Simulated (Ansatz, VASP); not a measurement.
Ga in VASP and in Ansatz

```
CELL_PARAMETERS angstrom
-1.34950 1.41637 2.22900
1.41637 -1.34950 2.22900
1.39162 1.39162 -2.18688
ATOMIC_POSITIONS crystal
Ga 0.00000 0.00000 0.00000
```

Change from the starting cell: equal xy, yz and zx shear strains of +3 %.

Alike in both runs: task single point; functional PBE; k mesh 14 × 14 × 16; occupations fermi-dirac, width 0.05 eV; no spin polarisation.

```csv
,VASP,Ansatz
version,VASP 6.6.1,Ansatz 0.2.0
potentials or method,"VASP PAW PBE potentials, release 64 (Ga_d), cutoff 520 eV","all-electron LAPW, scalar-relativistic"
```

|  | VASP | Ansatz | Ansatz less VASP |
| --- | --- | --- | --- |
| pressure (GPa) | 4.4 | 4.3 | -0.08 |
| traceless stress, the component that is largest in VASP (GPa) | -0.61 | -0.58 | +0.025 |

Ansatz ran all-electron here, and VASP with PAW potentials.
